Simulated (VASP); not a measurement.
Write the native input for VASP 6.6.1 that does the following.

```
Task                   : single point
Functional             : PBE
Dispersion             : D3(BJ)
Potentials or basis    : VASP PAW PBE potentials, release 64 (Al, H)
Cutoff                 : 520 eV
k mesh                 : 6 × 6 × 1
Occupations            : gaussian, width 0.1 eV
Spin                   : no spin polarisation
Dipole correction      : yes
Further INCAR settings : LREAL = Auto; ALGO = Normal; EDIFF = 1e-06; NBANDS = 78
```

The structure of Al36H lies in POSCAR:

```
Al36H
1.0
    5.6288445219      0.0000000000      0.0000000000
   -2.8144222609      4.8747223499      0.0000000000
    0.0000000000      0.0000000000     35.9073562080
Al H
36 1
Direct
    0.1666666667      0.3333333333      0.1113977865
    0.1666666667      0.8333333333      0.1113977865
    0.6666666667      0.3333333333      0.1113977865
    0.6666666667      0.8333333333      0.1113977865
    0.0000000000      0.0000000000      0.1757372983
    0.0000000000      0.5000000000      0.1757372983
    0.5000000000      0.0000000000      0.1757372983
    0.5000000000      0.5000000000      0.1757372983
    0.3333333333      0.1666666667      0.2400768102
    0.3333333333      0.6666666667      0.2400768102
    0.8333333333      0.1666666667      0.2400768102
    0.8333333333      0.6666666667      0.2400768102
    0.0000000000      0.0000000000      0.3044163221
    0.0000000000      0.5000000000      0.3044163221
    0.5000000000      0.0000000000      0.3044163221
    0.5000000000      0.5000000000      0.3044163221
    0.1666666667      0.3333333333      0.3682539347
    0.1666666667      0.8333333333      0.3682539347
    0.6666666667      0.3333333333      0.3682539347
    0.6666666667      0.8333333333      0.3682539347
    0.0000000000      0.0000000000      0.4320699059
    0.0000000000      0.5000000000      0.4320699059
    0.5000000000      0.0000000000      0.4320699059
    0.5000000000      0.5000000000      0.4320699059
    0.3333333333      0.1666666667      0.4967844642
    0.3333333333      0.6666666667      0.4967844642
    0.8333333333      0.1666666667      0.4967844642
    0.8333333333      0.6666666667      0.4967844642
    0.0000000000      0.0000000000      0.5611166564
    0.0000000000      0.5000000000      0.5611166564
    0.5000000000      0.0000000000      0.5611166564
    0.5000000000      0.5000000000      0.5611166564
    0.1666666667      0.3333333333      0.6268174153
    0.1666666667      0.8333333333      0.6268174153
    0.6666666667      0.3333333333      0.6268174153
    0.6666666667      0.8333333333      0.6268174153
    0.3333333333      0.6666666667      0.7131506998
```

These files were run (other wordings do the same):

INCAR

```
PREC = Accurate
ENCUT = 520
EDIFF = 1E-6
ISMEAR = 0
SIGMA = 0.1
LREAL = Auto
LASPH = True
NELM = 100
ALGO = Normal
ISIF = 2
LWAVE = False
LCHARG = True
LDIPOL = True
IDIPOL = 3
DIPOL = 0.5 0.5 0.378
GGA = PE
IVDW = 12
LELF = True
LVHAR = True
LVACPOTAV = True
NBANDS = 78
```

KPOINTS

```
Automatic mesh
0
Gamma
  6 6 1
```

Potentials or basis: VASP PAW PBE potentials, release 64 (Al, H).

Run with:

```sh
$ cat potpaw_PBE.64/Al/POTCAR potpaw_PBE.64/H/POTCAR > POTCAR
$ mpirun -np 1 vasp_std > vasp.out
```

It gave:

```
Largest force              : 0.850 eV/Å
Band gap on the k mesh     : zero (an odd number of electrons rules out a gap without spin polarisation)
Dispersion energy per atom : -0.304 eV
```

Wall time 19 min on 1 thread of Intel(R) Xeon(R) 6975P-C (Granite Rapids), with other jobs on the host, peak memory 1.1 GiB.
